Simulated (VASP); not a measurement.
Set up this calculation in VASP 6.6.1, as the native input.

| Property | Result |
| --- | --- |
| Task | single point |
| Functional | r2SCAN |
| Potentials or basis | VASP PAW PBE potentials, release 64 (Se) |
| Cutoff | 520 eV |
| k mesh | 6 × 6 × 6 |
| Occupations | gaussian, width 0.02 eV |
| Spin | no spin polarisation |
| Dipole correction | no |
| Further INCAR settings | ALGO = Normal; EDIFF = 1e-07; NBANDS = 16 |

Se:

```
Se
1.0
     4.35964    0.00000    0.00000
    -2.17982    3.77556    0.00000
     0.00000    0.00000    5.00914
Se
3
Cartesian
  0.9800 0.0000 1.6697
  -0.4900 0.8487 3.3394
  1.6898 2.9269 0.0000
```

One way to write it, as run:

POSCAR

```
Se
1.0
    4.3596389099      0.0000000000      0.0000000000
   -2.1798194549      3.7755580474      0.0000000000
    0.0000000000      0.0000000000      5.0091387478
Se
3
Direct
    0.2247845562      0.0000000000      0.3333333333
    0.0000000000      0.2247845562      0.6666666667
    0.7752154438      0.7752154438      0.0000000000
```

INCAR.step1

```
  PREC = Accurate
  ENCUT = 520
  ISMEAR = 0
  SIGMA = 0.02
  LREAL = F
  LASPH = T
  NELM = 80
  NBANDS = 16
  GGA = PE
  ALGO = Normal
  EDIFF = 1E-4
  LWAVE = T
  LCHARG = F
```

INCAR.step2

```
  PREC = Accurate
  ENCUT = 520
  EDIFF = 1E-7
  ISMEAR = 0
  SIGMA = 0.02
  LREAL = F
  LASPH = T
  NELM = 80
  ALGO = Normal
  ISIF = 2
  LWAVE = F
  LCHARG = F
  METAGGA = R2SCAN
  LMIXTAU = T
  NBANDS = 16
  ISTART = 1
```

KPOINTS

```
regular mesh
0
Gamma
  6 6 6
```

Potentials or basis: VASP PAW PBE potentials, release 64 (Se).

Run with:

```console
$ cat potpaw_PBE.64/Se/POTCAR > POTCAR
$ cp INCAR.step1 INCAR
$ mpirun -np 1 vasp_std > vasp.out
$ cp INCAR.step2 INCAR
$ mpirun -np 1 vasp_std > vasp.out
```

Results of the run:

```json
{
  "Pressure": "0.7 GPa",
  "Band gap on the k mesh": "1.17 eV (least direct gap 1.38 eV)"
}
```

Caveat: the PAW data sets were made with another functional, which shifts forces and pressure a little.

Run time: 4.8 min on 1 thread of AMD EPYC 7R43 64-Core Processor (Zen 3), on a shared host, peak memory 0.17 GiB.
